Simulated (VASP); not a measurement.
# Bi (I4_1/amd) in VASP: single point with PBE

Aim: the single point of Bi with PBE.

All numbers are computed with VASP 6.6.1; they aren't measurements. Logs are shortened: lines on timing, memory, paths and dates and some standing lists are left out, and cuts for length are marked.

## 1. The cell of the first run

It takes space group I4_1/amd (No. 141, tetragonal). The conventional cell has a = 6.369 Å, b = 6.369 Å, c = 3.475 Å, α = 90.00°, β = 90.00°, γ = 90.00°. Bi (site symmetry -4m2) has 10 Bi at 3.30 to 4.11 Å within 4.3 Å.

## 2. Single point, PBE

The input, INCAR:

```
ALGO = Normal
EDIFF = 1E-6
ENCUT = 520
GGA = PE
ISIF = 2
ISMEAR = 0
LASPH = True
LCHARG = True
LELF = True
LREAL = False
LVHAR = True
LWAVE = False
NBANDS = 22
NELM = 60
PREC = Accurate
SIGMA = 0.1
```

The input, KPOINTS:

```
k-points
0
Gamma
  6 6 6
```

The input, POSCAR:

```
Bi
1.0
   -3.1846218074      3.1846218074      1.7372699823
    3.1846218074     -3.1846218074      1.7372699823
    3.1846218074      3.1846218074     -1.7372699823
Bi
2
Direct
    0.0000000000      0.0000000000      0.0000000000
    0.7500000000      0.2500000000      0.5000000000
```

Potentials or basis: VASP PAW PBE potentials, release 64 (Bi_d).

Run with:

```sh
cat potpaw_PBE.64/Bi_d/POTCAR > POTCAR
mpirun -np 1 vasp_std > vasp.out
```

OUTCAR:

```text
EDIFF = 1E-6
   ENCUT = 520
   GGA = PE
   ISIF = 2
   ISMEAR = 0
   LASPH = True
   LREAL = False
   NELM = 60
   PREC = Accurate

 ion  position               nearest neighbor table
   1  0.000  0.000  0.000-   2 3.30   2 3.30   2 3.30   2 3.30
   2  0.750  0.250  0.500-   1 3.30   1 3.30   1 3.30   1 3.30

  LATTYP: Found a body centered tetragonal cell.
 ALAT       =     6.3692436148
 C/A-ratio  =     0.5455184594

  Lattice vectors:

 A1 = (  -3.1846218074,   3.1846218074,   1.7372699823)
 A2 = (   3.1846218074,  -3.1846218074,   1.7372699823)
 A3 = (   3.1846218074,   3.1846218074,  -1.7372699823)

Analysis of symmetry for initial positions (statically):
=====================================================================
 Subroutine PRICEL returns:
 Original cell was already a primitive cell.

 Routine SETGRP: Setting up the symmetry group for a
 body centered tetragonal supercell.

 Subroutine GETGRP returns: Found 16 space group operations
 (whereof  8 operations were pure point group operations)
 out of a pool of 16 trial point group operations.

The static configuration has the point symmetry D_2d.
 The point group associated with its full space group is D_4h.

Analysis of symmetry for dynamics (positions and initial velocities):
=====================================================================
 Subroutine PRICEL returns:
 Original cell was already a primitive cell.

 Routine SETGRP: Setting up the symmetry group for a
 body centered tetragonal supercell.

 Subroutine GETGRP returns: Found 16 space group operations
 (whereof  8 operations were pure point group operations)
 out of a pool of 16 trial point group operations.

The dynamic configuration has the point symmetry D_2d.
 The point group associated with its full space group is D_4h.

 Subroutine INISYM returns: Found 16 space group operations
 (whereof  8 operations are pure point group operations),
 and found     1 'primitive' translations

----------------------------------------------------------------------------------------

                                     Primitive cell

  volume of cell :      70.4763

  direct lattice vectors                    reciprocal lattice vectors
    -3.184621807  3.184621807  1.737269982     0.000000000  0.157004514  0.287807885
     3.184621807 -3.184621807  1.737269982     0.157004514  0.000000000  0.287807885
     3.184621807  3.184621807 -1.737269982     0.157004514  0.157004514  0.000000000

  length of vectors
     4.827187494  4.827187494  4.827187494     0.327847215  0.327847215  0.222037913

  position of ions in fractional coordinates (direct lattice)
     0.000000000  0.000000000  0.000000000
     0.750000000  0.250000000  0.500000000

  ion indices of the primitive-cell ions
   primitive index   ion index
                 1           1
                 2           2

----------------------------------------------------------------------------------------

 KPOINTS: k-points

Automatic generation of k-mesh.
 Grid dimensions read from file:
 generate k-points for:    6    6    6

 Generating k-lattice:

  Cartesian coordinates                     Fractional coordinates (reciprocal lattice)
     0.000000000  0.026167419  0.047967981     0.166666667  0.000000000 -0.000000000
     0.026167419  0.000000000  0.047967981     0.000000000  0.166666667 -0.000000000
     0.026167419  0.026167419  0.000000000     0.000000000  0.000000000  0.166666667

  Length of vectors
     0.054641203  0.054641203  0.037006319

  Shift w.r.t. Gamma in fractional coordinates (k-lattice)
     0.000000000  0.000000000  0.000000000

 Subroutine IBZKPT returns following result:
 ===========================================

 Found     30 irreducible k-points:

 Following reciprocal coordinates:
            Coordinates               Weight
  0.000000  0.000000  0.000000      1.000000
  0.166667  0.000000 -0.000000      8.000000
  0.333333  0.000000  0.000000      8.000000
  0.500000  0.000000  0.000000      4.000000
  0.166667  0.166667 -0.000000      8.000000
  0.333333  0.166667  0.000000     16.000000
[... 16 lines left out ...]
 -0.333333 -0.333333  0.166667      8.000000
 -0.166667 -0.333333  0.166667      8.000000
 [... further k-points ...]
   k-points           NKPTS =     30   k-points in BZ     NKDIM =     30   number of bands    NBANDS=     22
   number of dos      NEDOS =    301   number of ions     NIONS =      2
   total plane-waves  NPLWV =  46656
   dimension x,y,z NGX =    36 NGY =   36 NGZ =   36
   dimension x,y,z NGXF=    72 NGYF=   72 NGZF=   72
   ions per type =               2
   NGX,Y,Z   is equivalent  to a cutoff of  12.40, 12.40, 12.40 a.u.
   NGXF,Y,Z  is equivalent  to a cutoff of  24.80, 24.80, 24.80 a.u.
 SYSTEM =  unknown system
   PREC   = accura    normal or accurate (medium, high low for compatibility)
   ISTART =      0    job   : 0-new  1-cont  2-samecut
   ICHARG =      2    charge: 1-file 2-atom 10-const
   ISPIN  =      1    spin polarized calculation?
   LNONCOLLINEAR =      F non collinear calculations
   LSORBIT =      F    spin-orbit coupling
   LASPH  =      T    aspherical Exc in radial PAW
   ENCUT  =  520.0 eV  38.22 Ry    6.18 a.u.   8.98  8.98  8.98*2*pi/ulx,y,z
   NELM   =     60;   NELMIN=  2; NELMDL= -5     # of ELM steps
   EDIFF  = 0.1E-05   stopping-criterion for ELM
   LREAL  =      F    real-space projection
   EDIFFG = 0.1E-04   stopping-criterion for IOM
   NSW    =      0    number of steps for IOM
   IBRION =     -1    ionic relax: 0-MD 1-quasi-New 2-CG
   NFREE  =      0    steps in history (QN), initial steepest desc. (CG)
   ISIF   =      2    stress and relaxation
   ISYM   =      2    0-nonsym 1-usesym 2-fastsym
   POTIM  = 0.5000    time-step for ionic-motion
   TEBEG  =    0.0;   TEEND  =   0.0 temperature during run
   PSTRESS=    0.0 pullay stress
   NELECT =      30.0000    total number of electrons
   NUPDOWN=      -1.0000    fix difference up-down
   EMIN   =  10.00;   EMAX   =-10.00  energy-range for DOS
   EFERMI =   0.00;   METHOD = LEGACY
   ISMEAR =     0;   SIGMA  =   0.10  broadening in eV -4-tet -1-fermi 0-gaus
   EFERMI_NEDOS =   21; number of points for ismear=-14 and -15
   IALGO  =     38    algorithm
   IMIX   =      4    mixing-type and parameters
     AMIX     =   0.40;   BMIX     =  1.00
     AMIX_MAG =   1.60;   BMIX_MAG =  1.00
  volume/ion in A,a.u.               =      35.24       237.80
  Fermi-wavevector in a.u.,A,eV,Ry     =   1.231499  2.327197 20.634473  1.516591
  Thomas-Fermi vector in A             =   2.366307
   LORBIT       =      0    0 simple, 1 ext, 2 COOP (PROOUT), +10 PAW based schemes
   GGA     = PE    functional components
   LHFCALC =     F    Hartree Fock is set to
   AEXX    =    0.0000 exact exchange contribution
   IVDW    =     0    specifies the selected vdW correction
   LEPSILON=     F    determine dielectric tensor
   LRPA    =     F    only Hartree local field effects (RPA)
 non-spin polarized calculation
 Gauss-broadening in eV      SIGMA  =   0.10
  energy-cutoff  :      520.00
  volume of cell :       70.48
 maximum number of plane-waves:      1950
   NGX = 17   NGY = 17   NGZ = 17

 number of electron      30.0000007 magnetization

 Free energy of the ion-electron system (eV)
  ---------------------------------------------------
  ext. energy  EPLUGINS =         0.00000000
  ---------------------------------------------------
  free energy    TOTEN  =        -7.64797242 eV

  energy without entropy =       -7.63892139  energy(sigma->0) =       -7.64344691

 E-fermi :   6.3982     XC(G=0):  -9.6223

 val. band max:        6.3745284921   @ k =  -0.3333   0.1667   0.0000
 cond. band min:       6.4063090052   @ k =  -0.3333   0.5000   0.1667
 fundamental gap:      0.0317805130
 Fermi energy:         6.3981609292

 k-point     1 :       0.0000    0.0000    0.0000
  band No.  band energies     occupation
      1     -16.5705      2.00000
      2     -16.5128      2.00000
      3     -16.4785      2.00000
      4     -16.4695      2.00000
      5     -16.3865      2.00000
      6     -16.3865      2.00000
[... 14 lines left out ...]
     21      14.8637      0.00000
     22      14.9145      0.00000

 k-point     2 :       0.1667    0.0000   -0.0000
  band No.  band energies     occupation
      1     -16.5592      2.00000
      2     -16.4805      2.00000
      3     -16.4682      2.00000
      4     -16.4384      2.00000
      5     -16.4023      2.00000
      6     -16.3921      2.00000
[... 14 lines left out ...]
     21      13.5556      0.00000
     22      14.5418      0.00000

 k-point     3 :       0.3333    0.0000    0.0000
  band No.  band energies     occupation
      1     -16.5343      2.00000
      2     -16.4505      2.00000
      3     -16.4475      2.00000
      4     -16.4399      2.00000
      5     -16.4234      2.00000
      6     -16.4055      2.00000
[... 14 lines left out ...]
     21      13.5150      0.00000
     22      15.6296      0.00000

 k-point     4 :       0.5000    0.0000    0.0000
  band No.  band energies     occupation
      1     -16.5194      2.00000
      2     -16.4706      2.00000
      3     -16.4535      2.00000
      4     -16.4327      2.00000
      5     -16.4177      2.00000
      6     -16.4162      2.00000
[... 14 lines left out ...]
     21      13.9660      0.00000
     22      14.7911      0.00000

 k-point     5 :       0.1667    0.1667   -0.0000
  band No.  band energies     occupation
      1     -16.5428      2.00000
      2     -16.4526      2.00000
      3     -16.4489      2.00000
      4     -16.4207      2.00000
      5     -16.4197      2.00000
      6     -16.4103      2.00000
[... 14 lines left out ...]
     21      12.4748      0.00000
     22      16.5284      0.00000

 k-point     6 :       0.3333    0.1667    0.0000
  band No.  band energies     occupation
      1     -16.5253      2.00000
      2     -16.4648      2.00000
      3     -16.4485      2.00000
      4     -16.4319      2.00000
      5     -16.4252      2.00000
      6     -16.4040      2.00000
[... 14 lines left out ...]
     21      14.0755      0.00000
     22      14.7883      0.00000

 k-point     7 :       0.5000    0.1667   -0.0000
  band No.  band energies     occupation
      1     -16.5158      2.00000
      2     -16.4672      2.00000
      3     -16.4523      2.00000
      4     -16.4321      2.00000
      5     -16.4180      2.00000
      6     -16.3989      2.00000
[... 324 lines left out ...]
      6     -16.3995      2.00000
[... 14 lines left out ...]
     21      15.1540      0.00000
     22      15.1540      0.00000

 k-point    21 :      -0.3333    0.5000    0.1667
  band No.  band energies     occupation
      1     -16.5036      2.00000
      2     -16.4920      2.00000
      3     -16.4531      2.00000
      4     -16.4194      2.00000
      5     -16.4122      2.00000
      6     -16.3866      2.00000
[... 14 lines left out ...]
     21      15.5080      0.00000
     22      16.2367      0.00000

 k-point    22 :      -0.1667    0.5000    0.1667
  band No.  band energies     occupation
      1     -16.5083      2.00000
      2     -16.4622      2.00000
      3     -16.4386      2.00000
      4     -16.4351      2.00000
      5     -16.4128      2.00000
      6     -16.4063      2.00000
[... 14 lines left out ...]
     21      15.0311      0.00000
     22      15.2307      0.00000

 k-point    23 :      -0.3333   -0.3333    0.1667
  band No.  band energies     occupation
      1     -16.5088      2.00000
      2     -16.4572      2.00000
      3     -16.4263      2.00000
      4     -16.4206      2.00000
      5     -16.4186      2.00000
      6     -16.4013      2.00000
[... 14 lines left out ...]
     21      15.3750      0.00000
     22      16.5809      0.00000

 k-point    24 :      -0.1667   -0.3333    0.1667
  band No.  band energies     occupation
      1     -16.5271      2.00000
      2     -16.4493      2.00000
      3     -16.4433      2.00000
      4     -16.4333      2.00000
      5     -16.4249      2.00000
      6     -16.4146      2.00000
[... 14 lines left out ...]
     21      14.2560      0.00000
     22      16.4519      0.00000

 [... further k-points ...]
[... 5 lines left out ...]
  --------------------------------------------------------------------------------------
  -------------------------------------------------------------------------------------
  Total       -0.6039049     -0.6039049     -0.6698572      0.0000000     -0.0000000      0.0000000
  in kB      -13.7289122    -13.7289122    -15.2282411      0.0000000     -0.0000000      0.0000000
  external PRESSURE =     -14.2286885 kB  Pullay stress =       0.0000000 kB

 VOLUME and BASIS-vectors are now :
 -----------------------------------------------------------------------------
  energy-cutoff  :      520.00
  volume of cell :       70.48
      direct lattice vectors                 reciprocal lattice vectors
    -3.184621807  3.184621807  1.737269982     0.000000000  0.157004514  0.287807885
     3.184621807 -3.184621807  1.737269982     0.157004514  0.000000000  0.287807885
     3.184621807  3.184621807 -1.737269982     0.157004514  0.157004514  0.000000000

 POSITION                                       TOTAL-FORCE (eV/Angst)
 -----------------------------------------------------------------------------------
      0.00000      0.00000      0.00000         0.000000     -0.000000      0.000000
     -0.00000      3.18462      0.86863        -0.000000      0.000000     -0.000000
 -----------------------------------------------------------------------------------
    total drift:                               -0.000000      0.000000     -0.000000

  FREE ENERGIE OF THE ION-ELECTRON SYSTEM (eV)
  ---------------------------------------------------
  free  energy   TOTEN  =        -7.6479724225 eV

  energy  without entropy=       -7.6389213939  energy(sigma->0) =       -7.64344691
```

It took 15 s on 1 thread of Intel Xeon 6975P-C (Granite Rapids), shared host; peak memory 0.2 GiB.

Results:

* Free energy: -7.6480 eV
* Pressure: -1.4 GPa
* Band gap on the k mesh: zero (band 15 reaches 9.33 eV, above the bottom of band 16 at 4.78 eV)

Levels at points of the mesh, in eV from the Fermi level:
```tsv
k point	band 13	band 14	band 15	band 16	band 17	band 18
(0.00, 0.00, 0.00)	-2.77	-2.77	2.93	3.42	3.42	3.66
(0.50, 0.00, 0.00)	-3.89	-2.54	-2.13	0.65	1.59	1.83
(0.50, 0.50, 0.00)	-0.83	-0.83	-0.70	-0.70	3.37	3.37
(0.50, 0.50, 0.50)	-4.74	-4.74	2.81	2.81	5.40	5.40
```

Caveat: spin-orbit coupling is left out, which moves the levels of the heavy elements.
